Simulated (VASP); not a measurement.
Set up this calculation in VASP 6.6.1, as the native input.

```yaml
Task: single point
Functional: PBE
Potentials_or_basis: VASP PAW PBE potentials, release 64 (Mg, O)
Cutoff: 520 eV
k_mesh: 12 × 12 × 8
Occupations: gaussian, width 0.05 eV
Spin: no spin polarisation
Dipole_correction: no
Further_INCAR_settings: ALGO = Normal; EDIFF = 1e-06; NBANDS = 11
```

The structure of MgO lies in POSCAR:

```
MgO
1.0
    2.9377244759      0.0000000000      0.0000000000
   -1.4688622380      2.5441440255      0.0000000000
    0.0000000000      0.0000000000      2.6797873418
Mg O
1 1
Direct
   -0.0269875052     -0.0134937526     -0.0202406289
    0.3333333333      0.6666666667      0.5000000000
```

This cell differs from its parent crystal: all Mg atoms moved +0.087 Å, as atom 1 towards its neighbour atom 2 (O) at 2.161 Å.

One way to write it, as run:

INCAR

```
ALGO = Normal ; EDIFF = 1E-6
ENCUT = 520 ; GGA = PE
ISIF = 2 ; ISMEAR = 0
LASPH = True ; LCHARG = False
LREAL = False ; LWAVE = False
NBANDS = 11 ; NELM = 60
PREC = Accurate ; SIGMA = 0.05
```

KPOINTS

```
k-points
0
Gamma
  12 12 8
```

Potentials or basis: VASP PAW PBE potentials, release 64 (Mg, O).

Command:

```sh
$ cat potpaw_PBE.64/Mg/POTCAR potpaw_PBE.64/O/POTCAR > POTCAR
$ mpirun -np 1 vasp_std > vasp.out
```

Results of the run:

```json
{
  "Pressure": "-0.1 GPa",
  "Largest force": "0.340 eV/Å",
  "Band gap on the k mesh": "3.00 eV, indirect (least direct gap 3.40 eV)"
}
```

Caveat: the cell differs from its parent crystal (all Mg atoms moved +0.087 Å, as atom 1 towards its neighbour atom 2 (O) at 2.161 Å).

It took 17 s on 1 thread of Intel(R) Xeon(R) 6975P-C (Granite Rapids), with other jobs on the host, peak memory 0.19 GiB.
